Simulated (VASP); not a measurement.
# Ta4S in VASP: a series of runs

The runs below take Ta4S through relaxation of the atoms, with LDA.

Everything below comes from runs of VASP 6.6.1. Logs are shortened: lines on timing, memory, paths and dates and some standing lists are left out, and cuts for length are marked.

### 1 The cell of the first run

The cell holds a slab with vacuum, 5 atoms: a = 3.253 Å, b = 3.253 Å, c = 20.213 Å, α = 90.00°, β = 90.00°, γ = 90.00°.

### 2 Relaxation of the atoms, LDA

INCAR

```
SYSTEM = Ta4S
PREC = Accurate
ENCUT = 520
EDIFF = 1E-6
ISMEAR = 0
SIGMA = 0.1
LREAL = .False.
LASPH = .True.
NELM = 80
ALGO = Normal
ISIF = 2
LWAVE = .False.
LCHARG = .False.
LDIPOL = .True.
IDIPOL = 3
DIPOL = 0.5 0.5 0.360
GGA = CA
IBRION = 2
NSW = 50
EDIFFG = -0.025
```

KPOINTS

```
Automatic mesh
0
Gamma
  8 8 1
  0 0 0
```

POSCAR

```
Ta4S
1.0
    3.2528501163      0.0000000000      0.0000000000
    0.0000000000      3.2528501163      0.0000000000
    0.0000000000      0.0000000000     20.2133955625
Ta S
4 1
Selective dynamics
Direct
    0.5000000000      0.5000000000      0.1978885728  F F F
    0.0000000000      0.0000000000      0.2783513062  F F F
    0.5000000000      0.5000000000      0.3580225063  F F F
    0.0000000000      0.0000000000      0.4310703531  T T T
    0.7500000000      0.2500000000      0.5326927055  F F T
```

Potentials or basis: VASP PAW LDA potentials, release 64 (Ta_pv, S).

The run is started by

```bash
> cat potpaw_LDA.64/Ta_pv/POTCAR potpaw_LDA.64/S/POTCAR > POTCAR
> mpirun -np 1 vasp_std > vasp.out
```

OUTCAR:

```text
SYSTEM = Ta4S
   PREC = Accurate
   ENCUT = 520
   EDIFF = 1E-6
   ISMEAR = 0
   LREAL = .False.
   LASPH = .True.
   NELM = 80
   ISIF = 2
   GGA = CA
   IBRION = 2
   NSW = 50
   EDIFFG = -0.025

 ion  position               nearest neighbor table
   1  0.500  0.500  0.198-   2 2.82   2 2.82   2 2.82   2 2.82   3 3.24
   2  0.000  0.000  0.278-   3 2.81   3 2.81   3 2.81   3 2.81   1 2.82   1 2.82   1 2.82   1 2.82
                             4 3.09
   3  0.500  0.500  0.358-   4 2.73   4 2.73   4 2.73   4 2.73   2 2.81   2 2.81   2 2.81   2 2.81
                             1 3.24
   4  0.000  0.000  0.431-   5 2.35   3 2.73   3 2.73   3 2.73   3 2.73   2 3.09
   5  0.750  0.250  0.533-   4 2.35

  LATTYP: Found a simple tetragonal cell.
 ALAT       =     3.2528501163
 C/A-ratio  =     6.2140568547

  Lattice vectors:

 A1 = (   3.2528501163,   0.0000000000,   0.0000000000)
 A2 = (   0.0000000000,   3.2528501163,   0.0000000000)
 A3 = (   0.0000000000,   0.0000000000,  20.2133955625)

Analysis of symmetry for initial positions (statically):
=====================================================================
 Subroutine PRICEL returns:
 Original cell was already a primitive cell.

 Routine SETGRP: Setting up the symmetry group for a
 simple tetragonal supercell.

 Subroutine GETGRP returns: Found  2 space group operations
 (whereof  2 operations were pure point group operations)
 out of a pool of 16 trial point group operations.

The static configuration has the point symmetry C_1h.

Analysis of symmetry for dynamics (positions and initial velocities):
=====================================================================
 Subroutine PRICEL returns:
 Original cell was already a primitive cell.

 Routine SETGRP: Setting up the symmetry group for a
 simple tetragonal supercell.

 Subroutine GETGRP returns: Found  2 space group operations
 (whereof  2 operations were pure point group operations)
 out of a pool of 16 trial point group operations.

The dynamic configuration has the point symmetry C_1h.

Analysis of constrained symmetry for selective dynamics:
=====================================================================
 Subroutine PRICEL returns:
 Original cell was already a primitive cell.

 Routine SETGRP: Setting up the symmetry group for a
 simple tetragonal supercell.

 Subroutine GETGRP returns: Found  2 space group operations
[... 147 lines left out ...]

 Free energy of the ion-electron system (eV)
  ---------------------------------------------------
  ext. energy  EPLUGINS =         0.00000000
  ---------------------------------------------------
  free energy    TOTEN  =       -53.17615416 eV

  energy without entropy =      -53.15421359  energy(sigma->0) =      -53.16518387

------------------------ aborting loop because EDIFF is reached ----------------------------------------

  FORCE on cell =-STRESS in cart. coord.  units (eV):
  Direction    XX          YY          ZZ          XY          YZ          ZX
  --------------------------------------------------------------------------------------
  -------------------------------------------------------------------------------------
  Total       -3.4789364     -3.4789364     -2.1963300     -0.7787684      0.2481941     -0.2481940
  in kB      -26.0609168    -26.0609168    -16.4528373     -5.8337999      1.8592362     -1.8592355
  external PRESSURE =     -22.8582236 kB  Pullay stress =       0.0000000 kB
[... 98 lines left out ...]
  FREE ENERGIE OF THE ION-ELECTRON SYSTEM (eV)
  ---------------------------------------------------
  free  energy   TOTEN  =       -53.4846460649 eV

  energy  without entropy=      -53.4637950355  energy(sigma->0) =      -53.47422055

 E-fermi :  -0.0106     XC(G=0):  -6.1481

 val. band max:       -0.0339806088   @ k =  -0.2500   0.2500   0.0000
 cond. band min:      -0.0100601784   @ k =   0.2500   0.1250   0.0000
 fundamental gap:      0.0239204304
 Fermi energy:        -0.0105545969

 k-point     1 :       0.0000    0.0000    0.0000
  band No.  band energies     occupation
      1     -35.0918      2.00000
      2     -34.7334      2.00000
      3     -34.6422      2.00000
      4     -34.5486      2.00000
      5     -34.5156      2.00000
      6     -34.4941      2.00000
[... 682 lines left out ...]
     29       2.2810      0.00000
     30       2.5332      0.00000

 dipolmoment           0.000000      0.000000     -0.019127 electrons x Angstroem

 vacuum level on the upper side and lower side of the slab       (xc-potential included)        -0.082        -0.555

[... ionic steps 4 to 36 ...]

--------------------------------------- Ionic step       37  -------------------------------------------

 number of electron      50.0000000 magnetization

------------------------ aborting loop because EDIFF is reached ----------------------------------------
[... 73 lines left out ...]
--------------------------------------- Ionic step       39  -------------------------------------------

 number of electron      50.0000000 magnetization

 dipolmoment           0.000000      0.000000      0.030749 electrons x Angstroem

 Free energy of the ion-electron system (eV)
  ---------------------------------------------------
  ext. energy  EPLUGINS =         0.00000000
  ---------------------------------------------------
  free energy    TOTEN  =       -54.08443726 eV

  energy without entropy =      -54.05636098  energy(sigma->0) =      -54.07039912

 E-fermi :   0.0996     XC(G=0):  -6.1315

 val. band max:        0.0647919298   @ k =   0.5000   0.1250   0.0000
 cond. band min:       0.1368246174   @ k =  -0.1250   0.3750   0.0000
 fundamental gap:      0.0720326876
 Fermi energy:         0.0996340596

 k-point     1 :       0.0000    0.0000    0.0000
  band No.  band energies     occupation
      1     -34.6505      2.00000
      2     -34.6027      2.00000
      3     -34.4431      2.00000
      4     -34.3916      2.00000
      5     -34.3886      2.00000
      6     -34.3784      2.00000
[... 682 lines left out ...]
     29       2.6331      0.00000
     30       3.0264      0.00000

------------------------ aborting loop because EDIFF is reached ----------------------------------------

 vacuum level on the upper side and lower side of the slab       (xc-potential included)         0.111        -0.466

  FORCE on cell =-STRESS in cart. coord.  units (eV):
  Direction    XX          YY          ZZ          XY          YZ          ZX
  --------------------------------------------------------------------------------------
  -------------------------------------------------------------------------------------
  Total       -6.1855339     -6.1855339     -3.9549761     -0.7660452      3.4532488     -3.4532489
  in kB      -46.3361977    -46.3361977    -29.6269585     -5.7384893     25.8684894    -25.8684903
  external PRESSURE =     -40.7664513 kB  Pullay stress =       0.0000000 kB
[... 20 lines left out ...]
  FREE ENERGIE OF THE ION-ELECTRON SYSTEM (eV)
  ---------------------------------------------------
  free  energy   TOTEN  =       -54.0844372643 eV

  energy  without entropy=      -54.0563609800  energy(sigma->0) =      -54.07039912

 reached required accuracy - stopping structural energy minimisation

 vacuum level on the upper side and lower side of the slab         4.672         4.080
```

Wall time 56 min (1 thread of Intel Xeon 6975P-C (Granite Rapids), shared host); peak memory 0.32 GiB.

Results:

- Free energy: -54.0844 eV
- Energy gained by relaxing: 181.7 meV/atom
- Ionic steps: 39
- Band gap on the k mesh: zero (bands 25 and 26 overlap by 0.42 eV)

The path:
| step | energy change (eV) | largest force on free atoms (eV/Å) | pressure (GPa) |
| --- | --- | --- | --- |
| 1 | 0.0000 | 3.4046 | -2.29 |
| 2 | -0.2869 | 1.5772 | -1.57 |
| 3 | -0.3085 | 1.0451 | -1.86 |
| 4 | -0.3706 | 0.7933 | -2.43 |
| 5 | -0.4660 | 0.5083 | -3.99 |
| 6 | -0.4845 | 0.6183 | -4.65 |
| 7 | -0.4687 | 1.1089 | -5.81 |
| 8 | -0.4889 | 0.7751 | -4.98 |
| 9 | -0.5050 | 0.8547 | -4.89 |
| 10 | -0.5128 | 0.3356 | -4.94 |
| 11 | -0.5213 | 0.2859 | -4.92 |
| 12 | -0.5396 | 0.2510 | -4.86 |
| 13 | -0.5526 | 0.5009 | -4.70 |
| 14 | -0.5247 | 2.7102 | -4.07 |
| 15 | -0.5557 | 0.5987 | -4.66 |
| 16 | -0.5615 | 1.4781 | -4.46 |
| 17 | -0.5623 | 1.0519 | -4.56 |
| 18 | -0.5647 | 1.0629 | -4.54 |
| 19 | -0.5723 | 1.1011 | -4.48 |
| 20 | -0.5880 | 1.2030 | -4.37 |
| 21 | -0.6208 | 1.4928 | -4.12 |
| 22 | -0.6757 | 2.3546 | -3.41 |
| 23 | -0.3972 | 4.2361 | -1.00 |
| 24 | -0.6789 | 2.4926 | -3.28 |
| 25 | -0.7004 | 2.4929 | -3.09 |
| 26 | -0.7284 | 2.4680 | -2.55 |
| 27 | -0.7551 | 2.1828 | -2.59 |
| 28 | -0.8150 | 1.3397 | -2.67 |
| 29 | -0.8454 | 0.6183 | -2.72 |
| 30 | -0.8490 | 0.4080 | -2.73 |
| 31 | -0.8524 | 0.3940 | -2.77 |
| 32 | -0.8617 | 0.3545 | -2.88 |
| 33 | -0.8775 | 0.2829 | -3.11 |
| 34 | -0.8987 | 0.1856 | -3.53 |
| 35 | -0.9023 | 0.2787 | -4.29 |
| 36 | -0.9068 | 0.2008 | -3.99 |
| 37 | -0.9075 | 0.1417 | -4.06 |
| 38 | -0.9079 | 0.0546 | -4.03 |
| 39 | -0.9083 | 0.0219 | -4.08 |

Final structure:
```
Ta S
1.0
     3.25285    0.00000    0.00000
     0.00000    3.25285    0.00000
     0.00000    0.00000   20.21340
Ta S
4 1
Direct
  0.50000 0.50000 0.19789
  0.00000 0.00000 0.27835
  0.50000 0.50000 0.35802
  0.21828 0.78172 0.46790
  0.75000 0.25000 0.51642
```

Caveat: spin-orbit coupling is left out, which moves the levels of the heavy elements.

### 3 Relaxation of the atoms, LDA

INCAR

```
SYSTEM = Ta4S
PREC = Accurate
ENCUT = 520
EDIFF = 1E-6
ISMEAR = 0
SIGMA = 0.1
LREAL = .FALSE.
LASPH = .TRUE.
NELM = 100
ALGO = Fast
ISIF = 2
LWAVE = .FALSE.
LCHARG = .FALSE.
LDIPOL = .TRUE.
IDIPOL = 3
DIPOL = 0.5 0.5 0.360
IBRION = 2
NSW = 50
EDIFFG = -0.025
```

KPOINTS

```
Automatic mesh
0
G
  8 8 1
  0 0 0
```

Edit POSCAR of step 2 so:

```diff
@@ -13,2 +13,2 @@
     0.0000000000      0.0000000000      0.4310703531  T T T
-    0.7500000000      0.2500000000      0.5326927055  F F T
+    0.7500000000      0.7500000000      0.5326927055  F F T
```

Potentials or basis: VASP PAW LDA potentials, release 64 (Ta_pv, S).

The run is started by

```bash
> cat potpaw_LDA.64/Ta_pv/POTCAR potpaw_LDA.64/S/POTCAR > POTCAR
> mpirun -np 1 vasp_std > vasp.out
```

Run time: 53 min. Hardware: 1 thread of Oxide Virtual Turin-like, shared host; peak memory 0.27 GiB.

The run converged. Its results:

```
Free energy               : -54.0844 eV
Energy gained by relaxing : 181.7 meV/atom
Ionic steps               : 39
Band gap on the k mesh    : zero (bands 25 and 26 overlap by 0.42 eV)
```

The path:
| step | energy change (eV) | largest force on free atoms (eV/Å) | pressure (GPa) |
| --- | --- | --- | --- |
| 1 | 0.0000 | 3.4047 | -2.29 |
| 2 | -0.2869 | 1.5774 | -1.57 |
| 3 | -0.3085 | 1.0453 | -1.86 |
| 4 | -0.3706 | 0.7913 | -2.43 |
| 5 | -0.4660 | 0.5078 | -3.99 |
| 6 | -0.4845 | 0.6185 | -4.64 |
| 7 | -0.4689 | 1.1079 | -5.80 |
| 8 | -0.4888 | 0.7748 | -4.97 |
| 9 | -0.5051 | 0.8539 | -4.89 |
| 10 | -0.5129 | 0.3375 | -4.94 |
| 11 | -0.5213 | 0.2854 | -4.92 |
| 12 | -0.5396 | 0.2522 | -4.86 |
| 13 | -0.5524 | 0.5086 | -4.71 |
| 14 | -0.5242 | 2.7331 | -4.08 |
| 15 | -0.5557 | 0.6098 | -4.67 |
| 16 | -0.5614 | 1.4964 | -4.47 |
| 17 | -0.5623 | 1.0677 | -4.57 |
| 18 | -0.5647 | 1.0795 | -4.55 |
| 19 | -0.5721 | 1.1192 | -4.50 |
| 20 | -0.5875 | 1.2246 | -4.39 |
| 21 | -0.6196 | 1.5166 | -4.14 |
| 22 | -0.6735 | 2.3733 | -3.45 |
| 23 | -0.4107 | 4.2115 | -1.12 |
| 24 | -0.6769 | 2.5170 | -3.32 |
| 25 | -0.6985 | 2.5200 | -3.13 |
| 26 | -0.7275 | 2.5013 | -2.59 |
| 27 | -0.7546 | 2.2154 | -2.62 |
| 28 | -0.8160 | 1.3723 | -2.71 |
| 29 | -0.8489 | 0.5770 | -2.75 |
| 30 | -0.8520 | 0.3923 | -2.76 |
| 31 | -0.8551 | 0.3783 | -2.80 |
| 32 | -0.8638 | 0.3412 | -2.91 |
| 33 | -0.8788 | 0.2738 | -3.13 |
| 34 | -0.8989 | 0.1849 | -3.54 |
| 35 | -0.9029 | 0.2721 | -4.28 |
| 36 | -0.9068 | 0.2014 | -3.99 |
| 37 | -0.9075 | 0.1462 | -4.07 |
| 38 | -0.9080 | 0.0512 | -4.04 |
| 39 | -0.9083 | 0.0211 | -4.08 |

Final structure:
```
Ta S
1.0
     3.25285    0.00000    0.00000
     0.00000    3.25285    0.00000
     0.00000    0.00000   20.21340
Ta S
4 1
Cartesian
  1.6264 1.6264 4.0000
  0.0000 0.0000 5.6264
  1.6264 1.6264 7.2369
  0.7100 0.7100 9.4577
  2.4396 2.4396 10.4385
```

Levels at points of the mesh, in eV from the Fermi level:
| k point | band 22 | band 23 | band 24 | band 25 | band 26 | band 27 | band 28 | band 29 |
| --- | --- | --- | --- | --- | --- | --- | --- | --- |
| (0.00, 0.00, 0.00) | -1.53 | -0.40 | -0.08 | 0.36 | 0.38 | 0.91 | 1.13 | 1.35 |
| (0.50, 0.00, 0.00) | -1.15 | -1.06 | -0.81 | -0.58 | -0.06 | 0.92 | 1.11 | 1.25 |
| (0.50, 0.50, 0.00) | -1.62 | -1.40 | -0.06 | -0.06 | 0.84 | 2.06 | 2.28 | 2.53 |

Caveat: spin-orbit coupling is left out, which moves the levels of the heavy elements.
